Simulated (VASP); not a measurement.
Input of a VASP 6.6.1 run:

Contents of INCAR:

```
  PREC = Accurate
  ENCUT = 600
  EDIFF = 1E-7
  ISMEAR = -1
  SIGMA = 0.05
  LREAL = F
  LASPH = T
  NELM = 120
  ALGO = Normal
  ISIF = 3
  LWAVE = F
  LCHARG = F
  GGA = RE
  IVDW = 12
  IBRION = 2
  NSW = 60
  EDIFFG = -0.01
  GGA_COMPAT = F
  NELMIN = 4
```

The input KPOINTS:

```
regular mesh
0
Gamma
  8 8 8
```

File POSCAR:

```
PbF2
1.0
    0.0000000000      2.9636600000      2.9636600000
    2.9636600000      0.0000000000      2.9636600000
    2.9636600000      2.9636600000      0.0000000000
Pb F
1 2
Direct
    0.0000000000      0.0000000000      0.0000000000
    0.7500000000      0.7500000000      0.7500000000
    0.2500000000      0.2500000000      0.2500000000
```

Potentials or basis: VASP PAW PBE potentials, release 64 (Pb_d, F).

Launch:

```console
$ cat potpaw_PBE.64/Pb_d/POTCAR potpaw_PBE.64/F/POTCAR > POTCAR
$ mpirun -np 1 vasp_std > vasp.out
```

(1) Predict the relaxed cell.

(2) Estimate the dispersion energy per atom.

(3) Predict the band gap on the k mesh.

Answers

(1) a = 4.238 Å, b = 4.238 Å, c = 4.238 Å, α = 60.00°, β = 60.00°, γ = 60.00°.

(2) -0.281 eV.

(3) 4.52 eV (least direct gap 4.66 eV).

Caveat: spin-orbit coupling is left out, which moves the levels of the heavy elements.
